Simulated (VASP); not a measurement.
Input of a VASP 6.6.1 run:

INCAR

```
ALGO = Normal ; EDIFF = 1E-6
ENCUT = 520 ; GGA = PE
ISIF = 2 ; ISMEAR = -1
ISPIN = 2 ; LASPH = True
LCHARG = True ; LELF = True
LMAXMIX = 6 ; LORBIT = 11
LREAL = False ; LVHAR = True
LWAVE = False ; MAGMOM = 7 7
NBANDS = 29 ; NELM = 150
PREC = Accurate ; SIGMA = 0.05
```

File KPOINTS:

```
k-points
0
Gamma
  8 8 5
```

The input POSCAR:

```
Gd
1.0
    3.6492688685      0.0000000000      0.0000000000
   -1.8246344343      3.1603595454      0.0000000000
    0.0000000000      0.0000000000      5.8366445847
Gd
2
Direct
    0.6666666667      0.3333333333      0.7500000000
    0.3333333333      0.6666666667      0.2500000000
```

Potentials or basis: VASP PAW PBE potentials, release 64 (Gd).

Launch:

```console
$ cat potpaw_PBE.64/Gd/POTCAR > POTCAR
$ mpirun -np 1 vasp_std > vasp.out
```

Task: Estimate the pressure.

Result: -3.1 GPa.

Task: Predict the site moments.

Result: Gd +6.99 μB.

Task: What does it give for the net moment?

Result: 15.23 μB per cell.

Stress tensor (GPa, compression positive):
```
-2.90  0.00  0.00
 0.00 -2.90  0.00
 0.00  0.00 -3.42
```

Caveat: the cell stands under tension. The state reached can hang on the start; a lower one may exist.
